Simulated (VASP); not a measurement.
Set up this calculation in VASP 6.6.1, as the native input.

- Task: relaxation of cell and atoms
- Functional: PBE
- Potentials or basis: VASP PAW PBE potentials, release 64 (Ti_sv, Al)
- Cutoff: 600 eV
- k mesh: 18 × 18 × 4
- Occupations: gaussian, width 0.1 eV
- Spin: no spin polarisation
- Dipole correction: no
- Further INCAR settings: ALGO = Fast; EDIFF = 1e-07; IBRION = 2; EDIFFG = -0.01; NSW = 100; ISIF = 3

The structure of TiAl5 lies in POSCAR:

```
TiAl5
1.0
    2.8712868629      0.0000000000      0.0000000000
   -1.4356434315      2.4866073648      0.0000000000
    0.0000000000      0.0000000000     14.0273057175
Ti Al
1 5
Direct
    0.0000000000      0.0000000000      0.0000000000
    0.6666666667      0.3333333333      0.1630201337
    0.0000000000      0.0000000000      0.3281462119
    0.6666666667      0.3333333333      0.5000000000
    0.0000000000      0.0000000000      0.6718537881
    0.6666666667      0.3333333333      0.8369798663
```

The cell was built from a structure type or drawn by symmetry, and may not be a known phase.

One way to write it, as run:

INCAR

```
PREC     = Accurate       # precision mode
ENCUT    = 600            # plane-wave cutoff, eV
EDIFF    = 1E-7           # SCF threshold, eV
ISMEAR   = 0              # smearing method
SIGMA    = 0.1            # smearing width, eV
LREAL    = False          # projectors in reciprocal space
LASPH    = True           # aspherical terms in the spheres
NELM     = 60             # most SCF steps
ALGO     = Fast           # electronic algorithm
ISIF     = 3              # what is computed and relaxed
LWAVE    = False          # write WAVECAR
LCHARG   = False          # write CHGCAR
GGA      = PE             # functional
IBRION   = 2              # ionic algorithm
NSW      = 100            # ionic steps
EDIFFG   = -0.01          # ionic threshold
```

KPOINTS

```
Automatic mesh
0
Gamma
  18 18 4
```

Potentials or basis: VASP PAW PBE potentials, release 64 (Ti_sv, Al).

The run is started by

```bash
$ cat potpaw_PBE.64/Ti_sv/POTCAR potpaw_PBE.64/Al/POTCAR > POTCAR
$ mpirun -np 1 vasp_std > vasp.out
```

It gave:

```
Relaxed volume                        : 16.62 Å³/atom
Relaxed cell                          : a = 2.872 Å, b = 2.872 Å, c = 13.953 Å, α = 90.00°, β = 90.00°, γ = 120.00°
Space group after relaxing (to 0.1 Å) : P-6m2 (No. 187)
Energy gained by relaxing             : 0.5 meV/atom
Ionic steps                           : 5
Pressure after relaxing               : 0.0 GPa
Largest force after relaxing          : 0.004 eV/Å
```

Caveat: the highest band is partly filled, so the run has too few bands.

Wall time 56 min on 1 thread of Intel Xeon 8259CL (shared host), peak memory 0.44 GiB.
